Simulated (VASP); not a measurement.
Write the native input for VASP 6.6.1 that does the following.

| Item | Value |
| --- | --- |
| Task | electric field gradients |
| Functional | PBEsol |
| Potentials or basis | VASP PAW PBE potentials, release 64 (Ti_sv) |
| Cutoff | 520 eV |
| k mesh | 14 × 14 × 8 |
| Occupations | fermi-dirac, width 0.05 eV |
| Spin | no spin polarisation |
| Dipole correction | no |
| Further INCAR settings | ALGO = Normal; EDIFF = 1e-08; NBANDS = 19 |

The structure of Ti lies in POSCAR:

```
Ti
1.0
    2.9499978604      0.0000000000      0.0000000000
   -1.4749989302      2.5547730882      0.0000000000
    0.0000000000      0.0000000000      4.6860000000
Ti
2
Direct
    0.3333333333      0.6666666667      0.2500000000
    0.6666666667      0.3333333333      0.7500000000
```

One way to write it, as run:

INCAR

```
SYSTEM = Ti
PREC = Accurate ; ENCUT = 520
EDIFF = 1E-8 ; ISMEAR = -1
SIGMA = 0.05 ; LREAL = .False.
LASPH = .True. ; NELM = 100
ALGO = Normal ; ISIF = 2
LWAVE = .False. ; LCHARG = .False.
GGA = PS ; LEFG = .True.
NBANDS = 19
```

KPOINTS

```
regular mesh
0
Gamma
  14 14 8
  0 0 0
```

Potentials or basis: VASP PAW PBE potentials, release 64 (Ti_sv).

Command:

```sh
$ cat potpaw_PBE.64/Ti_sv/POTCAR > POTCAR
$ mpirun -np 1 vasp_std > vasp.out
```

It gave:

The pressure is -6.1 GPa. The band gap on the k mesh is zero (band 12 reaches 8.80 eV, above the bottom of band 13 at 7.77 eV).

Caveat: without QUAD_EFG the Cq values of the log hold for a quadrupole moment of 1 mb, not for the nuclei; the PAW data sets were made with another functional, which shifts forces and pressure a little.

Run time: 54 s on 1 thread of AMD EPYC 9R45 96-Core Processor (Zen 5), with other jobs on the host, peak memory 0.17 GiB.
